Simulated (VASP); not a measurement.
# B (Fd-3m) in VASP: further runs, part 2 of 2

VASP 6.6.1. The steps go on from the part before.

### 3 Single point, PBE

INCAR

```
SYSTEM = B
  PREC = Accurate
  ENCUT = 520
  EDIFF = 1E-6
  ISMEAR = -1
  SIGMA = 0.1
  LREAL = .FALSE.
  LASPH = .TRUE.
  NELM = 100
  ALGO = Normal
  ISIF = 2
  LWAVE = .FALSE.
  LCHARG = .FALSE.
  GGA = PE
  NBANDS = 10
```

KPOINTS

```
regular mesh
0
G
  19 19 19
  0 0 0
```

POSCAR

```
B
1.0
    0.0000000000      1.6403871897      1.6403871897
    1.6403871897      0.0000000000      1.6403871897
    1.6403871897      1.6403871897      0.0000000000
B
2
Direct
   -0.1250000000     -0.1250000000     -0.1250000000
    0.1250000000      0.1250000000      0.1250000000
```

Potentials or basis: VASP PAW PBE potentials, release 64 (B).

Command:

```sh
$ cat potpaw_PBE.64/B/POTCAR > POTCAR
$ mpirun -np 1 vasp_std > vasp.out
```

OUTCAR:

```text
SYSTEM = B
   PREC = Accurate
   ENCUT = 520
   EDIFF = 1E-6
   ISMEAR = -1
   LREAL = .FALSE.
   LASPH = .TRUE.
   NELM = 100
   ISIF = 2
   GGA = PE

 ion  position               nearest neighbor table
   1  0.875  0.875  0.875-   2 1.42   2 1.42   2 1.42   2 1.42
   2  0.125  0.125  0.125-   1 1.42   1 1.42   1 1.42   1 1.42

  LATTYP: Found a face centered cubic cell.
 ALAT       =     3.2807743794

  Lattice vectors:

 A1 = (   0.0000000000,   1.6403871897,   1.6403871897)
 A2 = (   1.6403871897,   0.0000000000,   1.6403871897)
 A3 = (   1.6403871897,   1.6403871897,   0.0000000000)

Analysis of symmetry for initial positions (statically):
=====================================================================
 Subroutine PRICEL returns:
 Original cell was already a primitive cell.

 Routine SETGRP: Setting up the symmetry group for a
 face centered cubic supercell.

 Subroutine GETGRP returns: Found 48 space group operations
 (whereof 12 operations were pure point group operations)
 out of a pool of 48 trial point group operations.

The static configuration has the point symmetry D_3d.
 The point group associated with its full space group is O_h .

Analysis of symmetry for dynamics (positions and initial velocities):
=====================================================================
 Subroutine PRICEL returns:
 Original cell was already a primitive cell.

 Routine SETGRP: Setting up the symmetry group for a
 face centered cubic supercell.

 Subroutine GETGRP returns: Found 48 space group operations
 (whereof 12 operations were pure point group operations)
 out of a pool of 48 trial point group operations.

The dynamic configuration has the point symmetry D_3d.
 The point group associated with its full space group is O_h .

 Subroutine INISYM returns: Found 48 space group operations
 (whereof 12 operations are pure point group operations),
 and found     1 'primitive' translations

----------------------------------------------------------------------------------------

                                     Primitive cell

  volume of cell :       8.8281

  direct lattice vectors                    reciprocal lattice vectors
     0.000000000  1.640387190  1.640387190    -0.304806087  0.304806087  0.304806087
     1.640387190  0.000000000  1.640387190     0.304806087 -0.304806087  0.304806087
     1.640387190  1.640387190  0.000000000     0.304806087  0.304806087 -0.304806087

  length of vectors
     2.319857811  2.319857811  2.319857811     0.527939629  0.527939629  0.527939629

  position of ions in fractional coordinates (direct lattice)
     0.875000000  0.875000000  0.875000000
     0.125000000  0.125000000  0.125000000

  ion indices of the primitive-cell ions
   primitive index   ion index
                 1           1
                 2           2

----------------------------------------------------------------------------------------

 KPOINTS: regular mesh

Automatic generation of k-mesh.
 Grid dimensions read from file:
 generate k-points for:   19   19   19

 Generating k-lattice:

  Cartesian coordinates                     Fractional coordinates (reciprocal lattice)
[... 21 lines left out ...]
  0.210526  0.000000  0.000000      8.000000
  0.263158  0.000000  0.000000      8.000000
[... 16 lines left out ...]
 -0.315789  0.052632  0.000000     24.000000
 -0.263158  0.052632  0.000000     24.000000
 [... further k-points ...]
   k-points           NKPTS =    220   k-points in BZ     NKDIM =    220   number of bands    NBANDS=     10
   number of dos      NEDOS =    301   number of ions     NIONS =      2
   total plane-waves  NPLWV =   5832
   dimension x,y,z NGX =    18 NGY =   18 NGZ =   18
   dimension x,y,z NGXF=    36 NGYF=   36 NGZF=   36
   ions per type =               2
   NGX,Y,Z   is equivalent  to a cutoff of  12.90, 12.90, 12.90 a.u.
   NGXF,Y,Z  is equivalent  to a cutoff of  25.80, 25.80, 25.80 a.u.
 SYSTEM =  B
   PREC   = accura    normal or accurate (medium, high low for compatibility)
   ISTART =      0    job   : 0-new  1-cont  2-samecut
   ICHARG =      2    charge: 1-file 2-atom 10-const
   ISPIN  =      1    spin polarized calculation?
   LNONCOLLINEAR =      F non collinear calculations
   LSORBIT =      F    spin-orbit coupling
   LASPH  =      T    aspherical Exc in radial PAW
   ENCUT  =  520.0 eV  38.22 Ry    6.18 a.u.   4.31  4.31  4.31*2*pi/ulx,y,z
   NELM   =    100;   NELMIN=  2; NELMDL= -5     # of ELM steps
   EDIFF  = 0.1E-05   stopping-criterion for ELM
   LREAL  =      F    real-space projection
   EDIFFG = 0.1E-04   stopping-criterion for IOM
   NSW    =      0    number of steps for IOM
   IBRION =     -1    ionic relax: 0-MD 1-quasi-New 2-CG
   NFREE  =      0    steps in history (QN), initial steepest desc. (CG)
   ISIF   =      2    stress and relaxation
   ISYM   =      2    0-nonsym 1-usesym 2-fastsym
   POTIM  = 0.5000    time-step for ionic-motion
   TEBEG  =    0.0;   TEEND  =   0.0 temperature during run
   PSTRESS=    0.0 pullay stress
   NELECT =       6.0000    total number of electrons
   NUPDOWN=      -1.0000    fix difference up-down
   EMIN   =  10.00;   EMAX   =-10.00  energy-range for DOS
   EFERMI =   0.00;   METHOD = LEGACY
   ISMEAR =    -1;   SIGMA  =   0.10  broadening in eV -4-tet -1-fermi 0-gaus
   EFERMI_NEDOS =   21; number of points for ismear=-14 and -15
   IALGO  =     38    algorithm
   IMIX   =      4    mixing-type and parameters
     AMIX     =   0.40;   BMIX     =  1.00
     AMIX_MAG =   1.60;   BMIX_MAG =  1.00
  volume/ion in A,a.u.               =       4.41        29.79
  Fermi-wavevector in a.u.,A,eV,Ry     =   1.439358  2.719993 28.187897  2.071752
  Thomas-Fermi vector in A             =   2.558223
   LORBIT       =      0    0 simple, 1 ext, 2 COOP (PROOUT), +10 PAW based schemes
   GGA     = PE    functional components
   LHFCALC =     F    Hartree Fock is set to
   AEXX    =    0.0000 exact exchange contribution
   IVDW    =     0    specifies the selected vdW correction
   LEPSILON=     F    determine dielectric tensor
   LRPA    =     F    only Hartree local field effects (RPA)
 non-spin polarized calculation
  energy-cutoff  :      520.00
  volume of cell :        8.83
 maximum number of plane-waves:       259
 NGX is ok and might be reduce to    18
   NGX =  9   NGY =  9   NGZ =  9

 number of electron       6.0000000 magnetization

 Free energy of the ion-electron system (eV)
  ---------------------------------------------------
  ext. energy  EPLUGINS =         0.00000000
  ---------------------------------------------------
  free energy    TOTEN  =        -6.48964099 eV

  energy without entropy =       -6.47174797  energy(sigma->0) =       -6.48069448

 E-fermi :   9.8791     XC(G=0): -13.9683

 val. band max:        9.8701316112   @ k =  -0.3158   0.3158   0.0526
 cond. band min:       9.8847011004   @ k =   0.4211   0.2105   0.0526
 fundamental gap:      0.0145694893
 Fermi energy:         9.8790705904

 k-point     1 :       0.0000    0.0000    0.0000
  band No.  band energies     occupation
      1      -8.4272      2.00000
      2      16.6394      0.00000
      3      16.6394      0.00000
      4      16.6394      0.00000
      5      21.9393      0.00000
      6      21.9393      0.00000
      7      21.9393      0.00000
      8      40.1462      0.00000
      9      40.1709      0.00000
     10      42.0050      0.00000
[... 287 lines left out ...]
 k-point    24 :      -0.2632    0.0526    0.0000
  band No.  band energies     occupation
      1      -5.9771      2.00000
      2       7.0088      2.00000
      3      12.7319      0.00000
      4      14.2067      0.00000
      5      24.5163      0.00000
      6      25.5633      0.00000
      7      29.2442      0.00000
      8      33.5267      0.00000
      9      36.0923      0.00000
     10      39.6260      0.00000

 [... further k-points ...]

------------------------ aborting loop because EDIFF is reached ----------------------------------------

  FORCE on cell =-STRESS in cart. coord.  units (eV):
  Direction    XX          YY          ZZ          XY          YZ          ZX
  --------------------------------------------------------------------------------------
  -------------------------------------------------------------------------------------
  Total       18.2499435     18.2499435     18.2499435      0.0000000     -0.0000000      0.0000000
  in kB     3312.0966731   3312.0966731   3312.0966731      0.0000000     -0.0000000      0.0000000
  external PRESSURE =    3312.0966731 kB  Pullay stress =       0.0000000 kB

 VOLUME and BASIS-vectors are now :
 -----------------------------------------------------------------------------
  energy-cutoff  :      520.00
  volume of cell :        8.83
      direct lattice vectors                 reciprocal lattice vectors
     0.000000000  1.640387190  1.640387190    -0.304806087  0.304806087  0.304806087
     1.640387190  0.000000000  1.640387190     0.304806087 -0.304806087  0.304806087
     1.640387190  1.640387190  0.000000000     0.304806087  0.304806087 -0.304806087

 POSITION                                       TOTAL-FORCE (eV/Angst)
 -----------------------------------------------------------------------------------
      2.87068      2.87068      2.87068        -0.000000     -0.000000     -0.000000
      0.41010      0.41010      0.41010         0.000000      0.000000      0.000000
 -----------------------------------------------------------------------------------
    total drift:                                0.000000      0.000000      0.000000

  FREE ENERGIE OF THE ION-ELECTRON SYSTEM (eV)
  ---------------------------------------------------
  free  energy   TOTEN  =        -6.4896409947 eV

  energy  without entropy=       -6.4717479726  energy(sigma->0) =       -6.48069448
```

OSZICAR:

```text
N       E                     dE             d eps       ncg     rms          rms(c)
DAV:   1     0.634357454390E+01    0.63436E+01   -0.32361E+03  4600   0.561E+02
DAV:   2    -0.715836538797E+01   -0.13502E+02   -0.12801E+02  5674   0.106E+02
DAV:   3    -0.728881195332E+01   -0.13045E+00   -0.12975E+00  5252   0.788E+00
DAV:   4    -0.728886317351E+01   -0.51220E-04   -0.51219E-04  4986   0.163E-01
DAV:   5    -0.728886318081E+01   -0.73042E-08   -0.75673E-08  5022   0.221E-03    0.578E+00
DAV:   6    -0.670212975938E+01    0.58673E+00   -0.27127E-01  4844   0.368E+00    0.348E+00
DAV:   7    -0.648912206746E+01    0.21301E+00   -0.31083E-01  5026   0.385E+00    0.661E-01
DAV:   8    -0.648967847810E+01   -0.55641E-03   -0.30614E-03  4988   0.475E-01    0.799E-02
DAV:   9    -0.648963817434E+01    0.40304E-04   -0.12132E-04  4890   0.749E-02    0.164E-02
DAV:  10    -0.648964077536E+01   -0.26010E-05   -0.13535E-06  5066   0.111E-02    0.281E-03
DAV:  11    -0.648964099469E+01   -0.21934E-06   -0.14965E-07  2844   0.336E-03
   1 F= -.64896410E+01 E0= -.64806945E+01  d E =-.178930E-01
```

stdout:

```text
POSCAR found type information on POSCAR B
 POSCAR found :  1 types and       2 ions
 scaLAPACK will be used
 LDA part: xc-table for (Slater+PW92), standard interpolation
 POSCAR, INCAR and KPOINTS ok, starting setup
 FFT: planning ... GRIDC
 FFT: planning ... GRID_SOFT
 FFT: planning ... GRID
 WAVECAR not read
 entering main loop
```

It took 9.9 s on 1 thread of Intel Xeon 6975P-C, shared host; peak memory 0.13 GiB.

What came out:

```yaml
Free_energy: -6.4896 eV
Pressure: 331.2 GPa
Band_gap_on_the_k_mesh: zero (band 3 reaches 16.64 eV, above the bottom of band 4 at 4.74 eV)
```
